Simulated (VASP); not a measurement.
# Rh (P6_3mc) in VASP: single point with PBE

Aim: the single point of Rh with PBE.

Everything below comes from runs of VASP 6.6.1. Logs are shortened: lines on timing, memory, paths and dates and some standing lists are left out, and cuts for length are marked.

### 1 The cell of the first run

The structure is hexagonal, space group P6_3mc (No. 186). The conventional cell has a = 2.760 Å, b = 2.760 Å, c = 8.492 Å, α = 90.00°, β = 90.00°, γ = 120.00°. Rh (site symmetry 3m) has 9 Rh at 2.29 to 2.76 Å within 3.0 Å. Within 3.0 Å of Rh (site symmetry 3m) lie 9 Rh at 2.29 to 2.76 Å.

### 2 Single point, PBE (strained and its atoms moved)

Input file INCAR:

```
PREC = Accurate
ENCUT = 520
EDIFF = 1E-6
ISMEAR = 0
SIGMA = 0.1
LREAL = F
LASPH = T
NELM = 100
ALGO = Normal
ISIF = 2
LWAVE = F
LCHARG = T
GGA = PE
LELF = T
LVHAR = T
NBANDS = 38
```

Input file KPOINTS:

```
Automatic mesh
0
Gamma
  15 15 6
```

Input file POSCAR:

```
Rh
1.0
    2.7595227530      0.0000000000      0.0000000000
   -1.3797613765      2.3898168065      0.0000000000
    0.0000000000      0.0000000000      8.4917213281
Rh
4
Direct
    0.0000000000      0.0000000000     -0.0284153225
    0.3333333300      0.6666666700      0.2784153225
    0.0000000000      0.0000000000      0.4715846775
    0.6666666700      0.3333333300      0.7784153225
```

Potentials or basis: VASP PAW PBE potentials, release 64 (Rh_pv).

On the command line:

```console
$ cat potpaw_PBE.64/Rh_pv/POTCAR > POTCAR
$ mpirun -np 1 vasp_std > vasp.out
```

OUTCAR:

```text
PREC = Accurate
   ENCUT = 520
   EDIFF = 1E-6
   ISMEAR = 0
   LREAL = F
   LASPH = T
   NELM = 100
   ISIF = 2
   GGA = PE

 ion  position               nearest neighbor table
   1  0.000  0.000  0.972-   4 2.29   4 2.29   4 2.29   2 3.05   2 3.05   2 3.05
   2  0.333  0.667  0.278-   3 2.29   3 2.29   3 2.29   1 3.05   1 3.05   1 3.05
   3  0.000  0.000  0.472-   2 2.29   2 2.29   2 2.29   4 3.05   4 3.05   4 3.05
   4  0.667  0.333  0.778-   1 2.29   1 2.29   1 2.29   3 3.05   3 3.05   3 3.05

  LATTYP: Found a hexagonal cell.
 ALAT       =     2.7595227530
 C/A-ratio  =     3.0772427293

  Lattice vectors:

 A1 = (   2.7595227530,   0.0000000000,   0.0000000000)
 A2 = (  -1.3797613765,   2.3898168065,   0.0000000000)
 A3 = (   0.0000000000,   0.0000000000,   8.4917213281)

Analysis of symmetry for initial positions (statically):
=====================================================================
 Subroutine PRICEL returns:
 Original cell was already a primitive cell.

 Routine SETGRP: Setting up the symmetry group for a
 hexagonal supercell.

 Subroutine GETGRP returns: Found 12 space group operations
 (whereof  6 operations were pure point group operations)
 out of a pool of 24 trial point group operations.

The static configuration has the point symmetry C_3v.
 The point group associated with its full space group is C_6v.

Analysis of symmetry for dynamics (positions and initial velocities):
=====================================================================
 Subroutine PRICEL returns:
 Original cell was already a primitive cell.

 Routine SETGRP: Setting up the symmetry group for a
 hexagonal supercell.

 Subroutine GETGRP returns: Found 12 space group operations
 (whereof  6 operations were pure point group operations)
 out of a pool of 24 trial point group operations.

The dynamic configuration has the point symmetry C_3v.
 The point group associated with its full space group is C_6v.

 Subroutine INISYM returns: Found 12 space group operations
 (whereof  6 operations are pure point group operations),
 and found     1 'primitive' translations

----------------------------------------------------------------------------------------

                                     Primitive cell

  volume of cell :      56.0008

  direct lattice vectors                    reciprocal lattice vectors
     2.759522753  0.000000000  0.000000000     0.362381502  0.209221058  0.000000000
    -1.379761377  2.389816806  0.000000000     0.000000000  0.418442115  0.000000000
     0.000000000  0.000000000  8.491721328     0.000000000  0.000000000  0.117761754

  length of vectors
     2.759522753  2.759522753  8.491721328     0.418442115  0.418442115  0.117761754

  position of ions in fractional coordinates (direct lattice)
     0.000000000  0.000000000  0.971584677
     0.333333330  0.666666670  0.278415323
     0.000000000  0.000000000  0.471584677
     0.666666670  0.333333330  0.778415323

  ion indices of the primitive-cell ions
   primitive index   ion index
                 1           1
                 2           2
                 3           3
                 4           4

----------------------------------------------------------------------------------------

 KPOINTS: Automatic mesh

Automatic generation of k-mesh.
 Grid dimensions read from file:
 generate k-points for:   15   15    6

 Generating k-lattice:

  Cartesian coordinates                     Fractional coordinates (reciprocal lattice)
     0.024158767  0.013948071  0.000000000     0.066666667  0.000000000  0.000000000
     0.000000000  0.027896141  0.000000000     0.000000000  0.066666667  0.000000000
     0.000000000  0.000000000  0.019626959     0.000000000  0.000000000  0.166666667

  Length of vectors
     0.027896141  0.027896141  0.019626959

  Shift w.r.t. Gamma in fractional coordinates (k-lattice)
     0.000000000  0.000000000  0.000000000

 Subroutine IBZKPT returns following result:
 ===========================================

 Found    108 irreducible k-points:

 Following reciprocal coordinates:
            Coordinates               Weight
  0.000000  0.000000  0.000000      1.000000
  0.066667  0.000000  0.000000      6.000000
  0.133333  0.000000  0.000000      6.000000
  0.200000 -0.000000  0.000000      6.000000
  0.266667  0.000000  0.000000      6.000000
  0.333333  0.000000  0.000000      6.000000
[... 16 lines left out ...]
  0.333333  0.200000  0.000000     12.000000
  0.400000  0.200000  0.000000      6.000000
 [... further k-points ...]
   k-points           NKPTS =    108   k-points in BZ     NKDIM =    108   number of bands    NBANDS=     38
   number of dos      NEDOS =    301   number of ions     NIONS =      4
   total plane-waves  NPLWV =  36864
   dimension x,y,z NGX =    24 NGY =   24 NGZ =   64
   dimension x,y,z NGXF=    48 NGYF=   48 NGZF=  128
   ions per type =               4
   NGX,Y,Z   is equivalent  to a cutoff of  14.46, 14.46, 12.53 a.u.
   NGXF,Y,Z  is equivalent  to a cutoff of  28.92, 28.92, 25.06 a.u.
 SYSTEM =  unknown system
   PREC   = accura    normal or accurate (medium, high low for compatibility)
   ISTART =      0    job   : 0-new  1-cont  2-samecut
   ICHARG =      2    charge: 1-file 2-atom 10-const
   ISPIN  =      1    spin polarized calculation?
   LNONCOLLINEAR =      F non collinear calculations
   LSORBIT =      F    spin-orbit coupling
   LASPH  =      T    aspherical Exc in radial PAW
   ENCUT  =  520.0 eV  38.22 Ry    6.18 a.u.   5.13  5.13 15.79*2*pi/ulx,y,z
   NELM   =    100;   NELMIN=  2; NELMDL= -5     # of ELM steps
   EDIFF  = 0.1E-05   stopping-criterion for ELM
   LREAL  =      F    real-space projection
   EDIFFG = 0.1E-04   stopping-criterion for IOM
   NSW    =      0    number of steps for IOM
   IBRION =     -1    ionic relax: 0-MD 1-quasi-New 2-CG
   NFREE  =      0    steps in history (QN), initial steepest desc. (CG)
   ISIF   =      2    stress and relaxation
   ISYM   =      2    0-nonsym 1-usesym 2-fastsym
   POTIM  = 0.5000    time-step for ionic-motion
   TEBEG  =    0.0;   TEEND  =   0.0 temperature during run
   PSTRESS=    0.0 pullay stress
   NELECT =      60.0000    total number of electrons
   NUPDOWN=      -1.0000    fix difference up-down
   EMIN   =  10.00;   EMAX   =-10.00  energy-range for DOS
   EFERMI =   0.00;   METHOD = LEGACY
   ISMEAR =     0;   SIGMA  =   0.10  broadening in eV -4-tet -1-fermi 0-gaus
   EFERMI_NEDOS =   21; number of points for ismear=-14 and -15
   IALGO  =     38    algorithm
   IMIX   =      4    mixing-type and parameters
     AMIX     =   0.40;   BMIX     =  1.00
     AMIX_MAG =   1.60;   BMIX_MAG =  1.00
  volume/ion in A,a.u.               =      14.00        94.48
  Fermi-wavevector in a.u.,A,eV,Ry     =   1.675176  3.165624 38.180873  2.806215
  Thomas-Fermi vector in A             =   2.759841
   LORBIT       =      0    0 simple, 1 ext, 2 COOP (PROOUT), +10 PAW based schemes
   GGA     = PE    functional components
   LHFCALC =     F    Hartree Fock is set to
   AEXX    =    0.0000 exact exchange contribution
   IVDW    =     0    specifies the selected vdW correction
   LEPSILON=     F    determine dielectric tensor
   LRPA    =     F    only Hartree local field effects (RPA)
 non-spin polarized calculation
 Gauss-broadening in eV      SIGMA  =   0.10
  energy-cutoff  :      520.00
  volume of cell :       56.00
 maximum number of plane-waves:      1528
 NGX is ok and might be reduce to    24
   NGX = 11   NGY = 11   NGZ = 31

 number of electron      60.0000026 magnetization

 Free energy of the ion-electron system (eV)
  ---------------------------------------------------
  ext. energy  EPLUGINS =         0.00000000
  ---------------------------------------------------
  free energy    TOTEN  =       -25.25775005 eV

  energy without entropy =      -25.22181873  energy(sigma->0) =      -25.23978439

 E-fermi :  11.7997     XC(G=0): -13.7626

 val. band max:       11.7977826672   @ k =   0.4000   0.0667   0.3333
 cond. band min:      11.7998801562   @ k =   0.2667   0.0667   0.5000
 fundamental gap:      0.0020974891
 Fermi energy:        11.7996556426

 k-point     1 :       0.0000    0.0000    0.0000
  band No.  band energies     occupation
      1     -35.9552      2.00000
      2     -35.8614      2.00000
      3     -35.1044      2.00000
      4     -35.1044      2.00000
      5     -35.0955      2.00000
      6     -35.0955      2.00000
[... 30 lines left out ...]
     37      18.9947      0.00000
     38      23.6072      0.00000

 k-point     2 :       0.0667    0.0000    0.0000
  band No.  band energies     occupation
      1     -35.9486      2.00000
      2     -35.8589      2.00000
      3     -35.1457      2.00000
      4     -35.1422      2.00000
      5     -35.1145      2.00000
      6     -35.1052      2.00000
[... 30 lines left out ...]
     37      19.0875      0.00000
     38      23.8803      0.00000

 k-point     3 :       0.1333    0.0000    0.0000
  band No.  band energies     occupation
      1     -35.9304      2.00000
      2     -35.8530      2.00000
      3     -35.2602      2.00000
      4     -35.2392      2.00000
      5     -35.1423      2.00000
      6     -35.1320      2.00000
[... 30 lines left out ...]
     37      19.3415      0.00000
     38      24.6491      0.00000

 k-point     4 :       0.2000   -0.0000    0.0000
  band No.  band energies     occupation
      1     -35.9057      2.00000
      2     -35.8475      2.00000
      3     -35.3988      2.00000
      4     -35.3648      2.00000
      5     -35.1815      2.00000
      6     -35.1700      2.00000
[... 30 lines left out ...]
     37      19.6914      0.00000
     38      25.6542      0.00000
[... 703 lines left out ...]
      4     -35.6480      2.00000
      5     -35.4218      2.00000
      6     -35.4174      2.00000
[... 30 lines left out ...]
     37      21.3112      0.00000
     38      21.5562      0.00000

 k-point    23 :       0.3333    0.2000    0.0000
  band No.  band energies     occupation
      1     -35.8249      2.00000
      2     -35.7993      2.00000
      3     -35.7521      2.00000
      4     -35.7091      2.00000
      5     -35.4557      2.00000
      6     -35.4527      2.00000
[... 30 lines left out ...]
     37      20.8315      0.00000
     38      20.9944      0.00000

 k-point    24 :       0.4000    0.2000    0.0000
  band No.  band energies     occupation
      1     -35.8003      2.00000
      2     -35.7955      2.00000
      3     -35.7627      2.00000
      4     -35.7553      2.00000
      5     -35.4659      2.00000
      6     -35.4648      2.00000
[... 30 lines left out ...]
     37      20.2426      0.00000
     38      20.3823      0.00000

 [... further k-points ...]
[... 5 lines left out ...]
  --------------------------------------------------------------------------------------
  -------------------------------------------------------------------------------------
  Total       10.9857834     10.9857834     24.5484397     -0.0000000      0.0000000     -0.0000000
  in kB      314.3021052    314.3021053    702.3282735     -0.0000000      0.0000000     -0.0000000
  external PRESSURE =     443.6441613 kB  Pullay stress =       0.0000000 kB

 VOLUME and BASIS-vectors are now :
 -----------------------------------------------------------------------------
  energy-cutoff  :      520.00
  volume of cell :       56.00
      direct lattice vectors                 reciprocal lattice vectors
     2.759522753  0.000000000  0.000000000     0.362381502  0.209221058  0.000000000
    -1.379761377  2.389816806  0.000000000     0.000000000  0.418442115  0.000000000
     0.000000000  0.000000000  8.491721328     0.000000000  0.000000000  0.117761754

 POSITION                                       TOTAL-FORCE (eV/Angst)
 -----------------------------------------------------------------------------------
      0.00000      0.00000      8.25043         0.000000      0.000000      8.930136
     -0.00000      1.59321      2.36423        -0.000000      0.000000     -8.930136
      0.00000      0.00000      4.00457         0.000000      0.000000      8.930136
      1.37976      0.79661      6.61009         0.000000     -0.000000     -8.930136
 -----------------------------------------------------------------------------------
    total drift:                                0.000000      0.000000      0.000063

  FREE ENERGIE OF THE ION-ELECTRON SYSTEM (eV)
  ---------------------------------------------------
  free  energy   TOTEN  =       -25.2577500533 eV

  energy  without entropy=      -25.2218187330  energy(sigma->0) =      -25.23978439
```

It took 1.7 min on 1 thread of Intel Xeon 6975P-C (Granite Rapids), shared host; peak memory 0.28 GiB.

What came out:

| Property | Result |
| --- | --- |
| Free energy | -25.2578 eV |
| Pressure | 44.4 GPa |
| Largest force | 8.930 eV/Å |
| Band gap on the k mesh | zero (band 30 reaches 12.26 eV, above the bottom of band 31 at 11.03 eV) |

Forces in eV/Å, atoms in the order of the input:
```
Rh   0.000  0.000  8.930
Rh   0.000  0.000 -8.930
Rh   0.000  0.000  8.930
Rh   0.000  0.000 -8.930
```

Caveat: the cell differs from its parent crystal (strained and its atoms moved); forces of over 1 eV/Å act on the atoms, so gaps and moduli don't describe the material at rest.
